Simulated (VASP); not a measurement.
A run of VASP 6.6.1:

The input INCAR:

```
PREC = Accurate
ENCUT = 600
EDIFF = 1E-6
ISMEAR = 0
SIGMA = 0.1
LREAL = F
LASPH = T
NELM = 120
ALGO = Normal
ISIF = 2
LWAVE = F
LCHARG = F
GGA = PE
NBANDS = 7
GGA_COMPAT = F
```

Contents of KPOINTS:

```
regular mesh
0
Gamma
  12 12 12
```

File POSCAR:

```
Mg
1.0
    3.0937905565      0.0000000000      0.0000000000
   -1.5468952783      2.6793012159      0.0000000000
    0.0000000000      0.0000000000      3.0947580259
Mg
1
Direct
    0.6666666667      0.3333333333      0.5000000000
```

Potentials or basis: VASP PAW PBE potentials, release 64 (Mg).

The run is started by

```sh
$ cat potpaw_PBE.64/Mg/POTCAR > POTCAR
$ mpirun -np 1 vasp_std > vasp.out
```

Hardware: 1 thread of AMD EPYC 7R43 64-Core Processor (Zen 3), on a shared host.

Problem. Estimate the wall time of this run.

Solution. It took 40 s on 1 thread of AMD EPYC 7R43 64-Core Processor (Zen 3) (shared host), peak memory 0.13 GiB. Counts: scf iterations 9, k points 133.
